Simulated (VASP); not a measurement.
# SrTe (Fm-3m) in VASP: a series of runs

Aim: see how the results for SrTe move with the level of theory and the settings. Levels: PBE, r2SCAN, HSE06, PBE0. Tasks: single point.

All numbers are computed with VASP 6.6.1; they aren't measurements. Logs are shortened: lines on timing, memory, paths and dates and some standing lists are left out, and cuts for length are marked.

## Step 1: The cell of the first run

The structure is cubic, space group Fm-3m (No. 225). Conventional cell: a = 6.705 Å, b = 6.705 Å, c = 6.705 Å, α = 90.00°, β = 90.00°, γ = 90.00°. Within 4.4 Å of Sr (site symmetry m-3m) lie 6 Te at 3.35 Å. Te (site symmetry m-3m) has 6 Sr at 3.35 Å within 4.4 Å.

## Step 2: Single point, PBE

The input, INCAR:

```
  PREC = Accurate
  ENCUT = 500
  EDIFF = 1E-6
  ISMEAR = 0
  SIGMA = 0.01
  LREAL = False
  LASPH = True
  NELM = 120
  ALGO = Normal
  ISIF = 2
  LWAVE = False
  LCHARG = True
  GGA = PE
  LELF = True
  LVHAR = True
  NBANDS = 15
  GGA_COMPAT = False
```

The input, KPOINTS:

```
regular mesh
0
Gamma
  4 4 4
```

The input, POSCAR:

```
SrTe
1.0
    0.0000000000      3.3526568669      3.3526568669
    3.3526568669      0.0000000000      3.3526568669
    3.3526568669      3.3526568669      0.0000000000
Sr Te
1 1
Direct
    0.0000000000      0.0000000000      0.0000000000
    0.5000000000      0.5000000000      0.5000000000
```

Potentials or basis: VASP PAW PBE potentials, release 64 (Sr_sv, Te).

Run with:

```bash
$ cat potpaw_PBE.64/Sr_sv/POTCAR potpaw_PBE.64/Te/POTCAR > POTCAR
$ mpirun -np 1 vasp_std > vasp.out
```

OUTCAR:

```text
PREC = Accurate
   ENCUT = 500
   EDIFF = 1E-6
   ISMEAR = 0
   LREAL = False
   LASPH = True
   NELM = 120
   ISIF = 2
   GGA = PE

 ion  position               nearest neighbor table
   1  0.000  0.000  0.000-   2 3.35   2 3.35   2 3.35   2 3.35   2 3.35   2 3.35
   2  0.500  0.500  0.500-   1 3.35   1 3.35   1 3.35   1 3.35   1 3.35   1 3.35

  LATTYP: Found a face centered cubic cell.
 ALAT       =     6.7053137338

  Lattice vectors:

 A1 = (   0.0000000000,   3.3526568669,   3.3526568669)
 A2 = (   3.3526568669,   0.0000000000,   3.3526568669)
 A3 = (   3.3526568669,   3.3526568669,   0.0000000000)

Analysis of symmetry for initial positions (statically):
=====================================================================
 Subroutine PRICEL returns:
 Original cell was already a primitive cell.

 Routine SETGRP: Setting up the symmetry group for a
 face centered cubic supercell.

 Subroutine GETGRP returns: Found 48 space group operations
 (whereof 48 operations were pure point group operations)
 out of a pool of 48 trial point group operations.

The static configuration has the point symmetry O_h .

Analysis of symmetry for dynamics (positions and initial velocities):
=====================================================================
 Subroutine PRICEL returns:
 Original cell was already a primitive cell.

 Routine SETGRP: Setting up the symmetry group for a
 face centered cubic supercell.

 Subroutine GETGRP returns: Found 48 space group operations
 (whereof 48 operations were pure point group operations)
 out of a pool of 48 trial point group operations.

The dynamic configuration has the point symmetry O_h .

 Subroutine INISYM returns: Found 48 space group operations
 (whereof 48 operations are pure point group operations),
 and found     1 'primitive' translations

----------------------------------------------------------------------------------------

                                     Primitive cell

  volume of cell :      75.3698

  direct lattice vectors                    reciprocal lattice vectors
     0.000000000  3.352656867  3.352656867    -0.149135453  0.149135453  0.149135453
     3.352656867  0.000000000  3.352656867     0.149135453 -0.149135453  0.149135453
     3.352656867  3.352656867  0.000000000     0.149135453  0.149135453 -0.149135453

  length of vectors
     4.741372811  4.741372811  4.741372811     0.258310181  0.258310181  0.258310181

  position of ions in fractional coordinates (direct lattice)
     0.000000000  0.000000000  0.000000000
     0.500000000  0.500000000  0.500000000

  ion indices of the primitive-cell ions
   primitive index   ion index
                 1           1
                 2           2

[... 70 lines left out ...]
   EFERMI_NEDOS =   21; number of points for ismear=-14 and -15
   IALGO  =     38    algorithm
   IMIX   =      4    mixing-type and parameters
     AMIX     =   0.40;   BMIX     =  1.00
     AMIX_MAG =   1.60;   BMIX_MAG =  1.00
  volume/ion in A,a.u.               =      37.68       254.31
  Fermi-wavevector in a.u.,A,eV,Ry     =   0.976598  1.845502 12.976464  0.953743
  Thomas-Fermi vector in A             =   2.107229
   LORBIT       =      0    0 simple, 1 ext, 2 COOP (PROOUT), +10 PAW based schemes
   GGA     = PE    functional components
   LHFCALC =     F    Hartree Fock is set to
   AEXX    =    0.0000 exact exchange contribution
   IVDW    =     0    specifies the selected vdW correction
   LEPSILON=     F    determine dielectric tensor
   LRPA    =     F    only Hartree local field effects (RPA)
 non-spin polarized calculation
 Gauss-broadening in eV      SIGMA  =   0.01
  energy-cutoff  :      500.00
  volume of cell :       75.37
 maximum number of plane-waves:      1924
 NGX is ok and might be reduce to    36
   NGX = 17   NGY = 17   NGZ = 17

 number of electron      16.0000000 magnetization

 Free energy of the ion-electron system (eV)
  ---------------------------------------------------
  ext. energy  EPLUGINS =         0.00000000
  ---------------------------------------------------
  free energy    TOTEN  =        -8.25442388 eV

  energy without entropy =       -8.25442388  energy(sigma->0) =       -8.25442388

 E-fermi :   2.8128     XC(G=0):  -8.4330

 val. band max:        2.7199563137   @ k =   0.0000   0.0000   0.0000
 cond. band min:       4.4580414215   @ k =   0.5000   0.5000   0.0000
 fundamental gap:      1.7380851078
 Fermi energy:         2.8128095387

 k-point     1 :       0.0000    0.0000    0.0000
  band No.  band energies     occupation
      1     -32.0272      2.00000
      2     -14.0134      2.00000
      3     -14.0134      2.00000
      4     -14.0134      2.00000
      5      -7.1953      2.00000
      6       2.7200      2.00000
      7       2.7200      2.00000
      8       2.7200      2.00000
      9       5.4816      0.00000
     10       5.9993      0.00000
     11       5.9993      0.00000
     12       5.9993      0.00000
     13       6.6245      0.00000
     14       6.6245      0.00000
[... 113 lines left out ...]
      2     -14.0681      2.00000
      3     -14.0681      2.00000
      4     -14.0522      2.00000
      5      -6.6681      2.00000
      6       1.1755      2.00000
      7       1.1755      2.00000
      8       1.2382      2.00000
      9       6.6345      0.00000
     10       6.6345      0.00000
     11       7.1340      0.00000
     12       8.3582      0.00000
     13       8.8140      0.00000
     14      10.2493      0.00000
     15      10.8342      0.00000

------------------------ aborting loop because EDIFF is reached ----------------------------------------

  FORCE on cell =-STRESS in cart. coord.  units (eV):
  Direction    XX          YY          ZZ          XY          YZ          ZX
  --------------------------------------------------------------------------------------
  -------------------------------------------------------------------------------------
  Total        0.1677866      0.1677866      0.1677866     -0.0000000      0.0000000      0.0000000
  in kB        3.5667330      3.5667330      3.5667330     -0.0000000      0.0000000      0.0000000
  external PRESSURE =       3.5667330 kB  Pullay stress =       0.0000000 kB

 VOLUME and BASIS-vectors are now :
 -----------------------------------------------------------------------------
  energy-cutoff  :      500.00
  volume of cell :       75.37
      direct lattice vectors                 reciprocal lattice vectors
     0.000000000  3.352656867  3.352656867    -0.149135453  0.149135453  0.149135453
     3.352656867  0.000000000  3.352656867     0.149135453 -0.149135453  0.149135453
     3.352656867  3.352656867  0.000000000     0.149135453  0.149135453 -0.149135453

 POSITION                                       TOTAL-FORCE (eV/Angst)
 -----------------------------------------------------------------------------------
      0.00000      0.00000      0.00000         0.000000      0.000000      0.000000
      3.35266      3.35266      3.35266        -0.000000     -0.000000     -0.000000
 -----------------------------------------------------------------------------------
    total drift:                                0.000000      0.000000      0.000000

  FREE ENERGIE OF THE ION-ELECTRON SYSTEM (eV)
  ---------------------------------------------------
  free  energy   TOTEN  =        -8.2544238847 eV

  energy  without entropy=       -8.2544238847  energy(sigma->0) =       -8.25442388
```

OSZICAR:

```text
N       E                     dE             d eps       ncg     rms          rms(c)
DAV:   1     0.657633814399E+02    0.65763E+02   -0.65471E+03   240   0.888E+02
DAV:   2    -0.454058279527E+01   -0.70304E+02   -0.66255E+02   331   0.179E+02
DAV:   3    -0.824237625500E+01   -0.37018E+01   -0.36824E+01   373   0.346E+01
DAV:   4    -0.834945818089E+01   -0.10708E+00   -0.10705E+00   314   0.543E+00
DAV:   5    -0.835242746729E+01   -0.29693E-02   -0.29692E-02   350   0.762E-01    0.145E+01
DAV:   6    -0.824946843335E+01    0.10296E+00   -0.13887E-01   282   0.212E+00    0.865E+00
DAV:   7    -0.825400420783E+01   -0.45358E-02   -0.17592E-01   304   0.259E+00    0.111E+00
DAV:   8    -0.825401410827E+01   -0.99004E-05   -0.20851E-02   247   0.694E-01    0.393E-01
DAV:   9    -0.825416392011E+01   -0.14981E-03   -0.92449E-04   282   0.203E-01    0.175E-01
DAV:  10    -0.825440126407E+01   -0.23734E-03   -0.17734E-04   254   0.769E-02    0.389E-02
DAV:  11    -0.825442333486E+01   -0.22071E-04   -0.22286E-05   297   0.245E-02    0.413E-02
DAV:  12    -0.825442388468E+01   -0.54982E-06   -0.79554E-06   289   0.131E-02
   1 F= -.82544239E+01 E0= -.82544239E+01  d E =-.952107E-41
```

stdout:

```text
POSCAR found type information on POSCAR SrTe
 POSCAR found :  2 types and       2 ions
 scaLAPACK will be used
 LDA part: xc-table for (Slater+PW92), standard interpolation
 POSCAR, INCAR and KPOINTS ok, starting setup
 FFT: planning ... GRIDC
 FFT: planning ... GRID_SOFT
 FFT: planning ... GRID
 WAVECAR not read
 entering main loop
```

Wall time 16 s (1 thread of Intel Xeon Platinum 8488C (Sapphire Rapids), shared host); peak memory 0.2 GiB.

What came out:

```yaml
Free_energy: -8.2544 eV
Pressure: 0.4 GPa
Band_gap_on_the_k_mesh: 1.74 eV (least direct gap 2.47 eV)
```

Caveat: spin-orbit coupling is left out, which moves the levels of the heavy elements. A k mesh can miss the band edges.

## Step 3: Single point, PBE

The input, INCAR:

```
ALGO = Normal
EDIFF = 1E-6
ENCUT = 500
GGA = PE
GGA_COMPAT = F
ISIF = 2
ISMEAR = 0
LASPH = T
LCHARG = T
LELF = T
LREAL = F
LVHAR = T
LWAVE = F
NBANDS = 15
NELM = 120
PREC = Accurate
SIGMA = 0.01
```

The input, KPOINTS:

```
k-points
0
Gamma
  6 6 6
```

POSCAR is that of step 2.

Potentials or basis: VASP PAW PBE potentials, release 64 (Sr_sv, Te).

Run with:

```bash
$ cat potpaw_PBE.64/Sr_sv/POTCAR potpaw_PBE.64/Te/POTCAR > POTCAR
$ mpirun -np 1 vasp_std > vasp.out
```

It took 20 s on 1 thread of Intel Xeon Platinum 8488C (Sapphire Rapids), shared host; peak memory 0.21 GiB.

Results (log left out):

| Quantity | Value |
| --- | --- |
| Free energy | -8.2674 eV |
| Pressure | 0.3 GPa |
| Band gap on the k mesh | 1.75 eV (least direct gap 2.47 eV) |

Levels at points of the mesh, in eV from the valence-band top:
```tsv
k point	band 5	band 6	band 7	band 8	band 9	band 10	band 11	band 12
(0.00, 0.00, 0.00)	-9.92	0.00	0.00	0.00	2.76	3.29	3.29	3.29
(0.50, 0.00, 0.00)	-9.32	-2.77	-1.07	-1.07	3.85	5.12	5.30	5.30
(0.50, 0.50, 0.00)	-9.48	-1.94	-0.73	-0.73	1.74	3.83	4.79	6.02
```

Caveat: spin-orbit coupling is left out, which moves the levels of the heavy elements.

## Step 4: Single point, r2SCAN

POSCAR is that of step 3.

The input, INCAR.step1:

```
  ALGO = Normal
  EDIFF = 1E-5
  ENCUT = 550
  GGA = PE
  GGA_COMPAT = False
  ISMEAR = 0
  LASPH = True
  LCHARG = False
  LREAL = False
  LWAVE = True
  NBANDS = 15
  NELM = 120
  PREC = Accurate
  SIGMA = 0.01
```

The input, INCAR.step2:

```
  ALGO = Normal
  EDIFF = 1E-6
  ENCUT = 550
  GGA_COMPAT = False
  ISIF = 2
  ISMEAR = 0
  ISTART = 1
  LASPH = True
  LCHARG = False
  LMIXTAU = True
  LREAL = False
  LWAVE = False
  METAGGA = R2SCAN
  NBANDS = 15
  NELM = 120
  PREC = Accurate
  SIGMA = 0.01
```

The input, KPOINTS:

```
k-points
0
Gamma
  4 4 4
```

Run with:

```bash
$ cat potpaw_PBE.64/Sr_sv/POTCAR potpaw_PBE.64/Te/POTCAR > POTCAR
$ cp INCAR.step1 INCAR
$ mpirun -np 1 vasp_std > vasp.out
$ cp INCAR.step2 INCAR
$ mpirun -np 1 vasp_std > vasp.out
```

It took 58 s on 1 thread of Intel Xeon Platinum 8488C (Sapphire Rapids), shared host; peak memory 0.22 GiB.

The run converged. Its results:

```
Free energy            : -44.5868 eV
Pressure               : 0.2 GPa
Band gap on the k mesh : 2.14 eV (least direct gap 2.88 eV)
```

Levels at points of the mesh, in eV from the valence-band top:
```tsv
k point	band 4	band 5	band 6	band 7	band 8	band 9	band 10	band 11	band 12	band 13
(0.00, 0.00, 0.00)	-17.32	-10.21	0.00	0.00	0.00	3.52	3.73	3.73	3.73	4.41
(0.50, 0.00, 0.00)	-17.32	-9.58	-2.76	-1.07	-1.07	4.36	5.70	5.87	5.87	7.17
(0.50, 0.50, 0.00)	-17.35	-9.75	-1.98	-0.75	-0.75	2.14	4.52	5.32	6.66	6.66
```

Caveat: the PAW data sets were made with another functional, which shifts forces and pressure a little; spin-orbit coupling is left out, which moves the levels of the heavy elements. A k mesh can miss the band edges.

## Step 5: Single point, HSE06

POSCAR is that of step 4.

The input, INCAR.step1:

```
SYSTEM = SrTe
  ALGO = Normal
  EDIFF = 1E-5
  ENCUT = 400
  GGA = PE
  GGA_COMPAT = .FALSE.
  ISIF = 2
  ISMEAR = 0
  LASPH = .TRUE.
  LCHARG = .FALSE.
  LREAL = .FALSE.
  LWAVE = .TRUE.
  NBANDS = 15
  NELM = 120
  PREC = Accurate
  SIGMA = 0.01
```

The input, INCAR.step2:

```
SYSTEM = SrTe
  ALGO = Normal
  EDIFF = 1E-6
  ENCUT = 400
  GGA = PE
  GGA_COMPAT = .FALSE.
  HFSCREEN = 0.2079
  ISIF = 2
  ISMEAR = 0
  ISTART = 1
  LASPH = .TRUE.
  LCHARG = .FALSE.
  LHFCALC = .TRUE.
  LREAL = .FALSE.
  LWAVE = .FALSE.
  NBANDS = 15
  NELM = 120
  PREC = Accurate
  PRECFOCK = Normal
  SIGMA = 0.01
```

The input, KPOINTS:

```
k-points
0
G
  4 4 4
  0 0 0
```

Run with:

```bash
$ cat potpaw_PBE.64/Sr_sv/POTCAR potpaw_PBE.64/Te/POTCAR > POTCAR
$ cp INCAR.step1 INCAR
$ mpirun -np 1 vasp_std > vasp.out
$ cp INCAR.step2 INCAR
$ mpirun -np 1 vasp_std > vasp.out
```

It took 6.1 min on 1 thread of Intel Xeon Platinum 8488C (Sapphire Rapids), shared host; peak memory 0.28 GiB.

The run converged. Its results:

```yaml
Free_energy: -9.4541 eV
Pressure: -0.1 GPa
Band_gap_on_the_k_mesh: 2.49 eV (least direct gap 3.30 eV)
```

Levels at points of the mesh, in eV from the valence-band top:
| k point | band 6 | band 7 | band 8 | band 9 | band 10 | band 11 |
| --- | --- | --- | --- | --- | --- | --- |
| (0.00, 0.00, 0.00) | 0.00 | 0.00 | 0.00 | 3.52 | 4.19 | 4.19 |
| (0.50, 0.00, 0.00) | -3.00 | -1.13 | -1.13 | 4.57 | 6.22 | 6.46 |
| (0.50, 0.50, 0.00) | -2.15 | -0.81 | -0.81 | 2.49 | 4.67 | 5.84 |

Caveat: the PAW data sets were made with another functional, which shifts forces and pressure a little; spin-orbit coupling is left out, which moves the levels of the heavy elements. A k mesh can miss the band edges.

## Step 6: Single point, PBE0

POSCAR is that of step 5.

The input, INCAR.step1:

```
SYSTEM = SrTe
ALGO = Normal
EDIFF = 1E-5
ENCUT = 400
GGA = PE
GGA_COMPAT = .False.
ISIF = 2
ISMEAR = 0
LASPH = .True.
LCHARG = .False.
LREAL = .False.
LWAVE = .True.
NBANDS = 15
NELM = 120
PREC = Accurate
SIGMA = 0.01
```

The input, INCAR.step2:

```
SYSTEM = SrTe
AEXX = 0.25
ALGO = Normal
EDIFF = 1E-6
ENCUT = 400
GGA = PE
GGA_COMPAT = .False.
ISIF = 2
ISMEAR = 0
ISTART = 1
LASPH = .True.
LCHARG = .False.
LHFCALC = .True.
LREAL = .False.
LWAVE = .False.
NBANDS = 15
NELM = 120
PREC = Accurate
PRECFOCK = Normal
SIGMA = 0.01
```

The input, KPOINTS:

```
k-points
0
Gamma
  4 4 4
  0 0 0
```

Potentials or basis: VASP PAW PBE potentials, release 64 (Sr_sv, Te).

Run with:

```bash
$ cat potpaw_PBE.64/Sr_sv/POTCAR potpaw_PBE.64/Te/POTCAR > POTCAR
$ cp INCAR.step1 INCAR
$ mpirun -np 1 vasp_std > vasp.out
$ cp INCAR.step2 INCAR
$ mpirun -np 1 vasp_std > vasp.out
```

OUTCAR:

```text
SYSTEM = SrTe
   AEXX = 0.25
   EDIFF = 1E-6
   ENCUT = 400
   GGA = PE
   ISIF = 2
   ISMEAR = 0
   ISTART = 1
   LASPH = .True.
   LHFCALC = .True.
   LREAL = .False.
   NELM = 120
   PREC = Accurate
   PRECFOCK = Normal

 ion  position               nearest neighbor table
   1  0.000  0.000  0.000-   2 3.35   2 3.35   2 3.35   2 3.35   2 3.35   2 3.35
   2  0.500  0.500  0.500-   1 3.35   1 3.35   1 3.35   1 3.35   1 3.35   1 3.35

  LATTYP: Found a face centered cubic cell.
 ALAT       =     6.7053137338

  Lattice vectors:

 A1 = (   0.0000000000,   3.3526568669,   3.3526568669)
[... 321 lines left out ...]

  FORCE on cell =-STRESS in cart. coord.  units (eV):
  Direction    XX          YY          ZZ          XY          YZ          ZX
  --------------------------------------------------------------------------------------
  -------------------------------------------------------------------------------------
  Total       -0.1075493     -0.1075493     -0.1075493      0.0000000      0.0000000      0.0000000
  in kB       -2.2862345     -2.2862345     -2.2862345      0.0000000      0.0000000      0.0000000
  external PRESSURE =      -2.2862345 kB  Pullay stress =       0.0000000 kB

 VOLUME and BASIS-vectors are now :
 -----------------------------------------------------------------------------
  energy-cutoff  :      400.00
  volume of cell :       75.37
      direct lattice vectors                 reciprocal lattice vectors
     0.000000000  3.352656867  3.352656867    -0.149135453  0.149135453  0.149135453
     3.352656867  0.000000000  3.352656867     0.149135453 -0.149135453  0.149135453
     3.352656867  3.352656867  0.000000000     0.149135453  0.149135453 -0.149135453

 POSITION                                       TOTAL-FORCE (eV/Angst)
 -----------------------------------------------------------------------------------
      0.00000      0.00000      0.00000        -0.000000      0.000000      0.000000
      3.35266      3.35266      3.35266         0.000000     -0.000000      0.000000
 -----------------------------------------------------------------------------------
    total drift:                                0.000000      0.000000      0.000000

  FREE ENERGIE OF THE ION-ELECTRON SYSTEM (eV)
  ---------------------------------------------------
  free  energy   TOTEN  =       -10.0182663772 eV

  energy  without entropy=      -10.0182663772  energy(sigma->0) =      -10.01826638
```

Wall time 6.5 min (1 thread of Intel Xeon Platinum 8488C (Sapphire Rapids), shared host); peak memory 0.18 GiB.

Results:

```yaml
Free_energy: -10.0183 eV
Pressure: -0.2 GPa
Band_gap_on_the_k_mesh: 3.18 eV (least direct gap 4.01 eV)
```

Caveat: the PAW data sets were made with another functional, which shifts forces and pressure a little; spin-orbit coupling is left out, which moves the levels of the heavy elements. A k mesh can miss the band edges.

## Step 7: Summary

| level | k mesh | cutoff (eV) | grid for exact exchange (PRECFOCK) | share of exact exchange | screening parameter | gap on the mesh (eV) | pressure (GPa) |
| --- | --- | --- | --- | --- | --- | --- | --- |
| PBE | 4 × 4 × 4 | 500 | - | - | - | 1.74 | 0.4 |
| PBE | 6 × 6 × 6 | 500 | - | - | - | 1.75 | 0.3 |
| r2SCAN | 4 × 4 × 4 | 550 | - | - | - | 2.14 | 0.2 |
| HSE06 | 4 × 4 × 4 | 400 | Normal | 0.25 | 0.2079 1/Å | 2.49 | -0.1 |
| PBE0 | 4 × 4 × 4 | 400 | Normal | 0.25 | - | 3.18 | -0.2 |

Alike in all rows: task single point; potentials or basis VASP PAW PBE potentials, release 64 (Sr_sv, Te); no spin polarisation; cell as given; smearing gaussian 0.01 eV.

On the cell as given the gap runs from 1.74 eV (PBE) to 3.18 eV (PBE0); the meshes differ, which moves gaps too. The pressure there spans -0.2 GPa (PBE0) to 0.4 GPa (PBE); a positive pressure means that this level wants a larger cell, a negative one a smaller.

Caveats: spin-orbit coupling is left out, which moves the levels of the heavy elements; the PAW data sets were made with another functional, which shifts forces and pressure a little (at least some runs).

Absolute energies hang on the potentials; compare differences alone.
